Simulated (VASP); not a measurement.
Here is a VASP 6.6.1 calculation.

The input INCAR:

```
SYSTEM = Ag
PREC     = Accurate       ! precision mode
ENCUT    = 520            ! plane-wave cutoff, eV
EDIFF    = 1E-6           ! SCF threshold, eV
ISMEAR   = -1             ! smearing method
SIGMA    = 0.05           ! smearing width, eV
LREAL    = .False.        ! projectors in reciprocal space
LASPH    = .True.         ! aspherical terms in the spheres
NELM     = 60             ! most SCF steps
ALGO     = Normal         ! electronic algorithm
ISIF     = 2              ! what is computed and relaxed
LWAVE    = .False.        ! write WAVECAR
LCHARG   = .False.        ! write CHGCAR
GGA      = B5             ! functional
ALDAX    = 1.0          
AGGAX    = 1.0          
AGGAC    = 1.0          
ALDAC    = 0.0          
IVDW     = 12             ! dispersion correction
VDW_S6   = 1.0          
VDW_S8   = 2.6996       
VDW_A1   = 0.4298       
VDW_A2   = 4.2359       
NBANDS   = 12             ! bands
```

Contents of KPOINTS:

```
Automatic mesh
0
Gamma
  11 11 11
  0 0 0
```

Contents of POSCAR:

```
Ag
1.0
    0.0000000000      2.0828140930      2.0828140930
    2.0828140930      0.0000000000      2.0828140930
    2.0828140930      2.0828140930      0.0000000000
Ag
1
Direct
    0.0000000000      0.0000000000      0.0000000000
```

Potentials or basis: VASP PAW PBE potentials, release 64 (Ag).

The run is started by

```console
$ cat potpaw_PBE.64/Ag/POTCAR > POTCAR
$ mpirun -np 1 vasp_std > vasp.out
```

**Question.** What does it give for the dispersion energy per atom?

**Answer.** -1.267 eV.

**Question.** Estimate the pressure.

**Answer.** -5.9 GPa.

Caveat: the PAW data sets were made with another functional, which shifts forces and pressure a little; pairwise dispersion overbinds metals, which lowers pressure and volume.
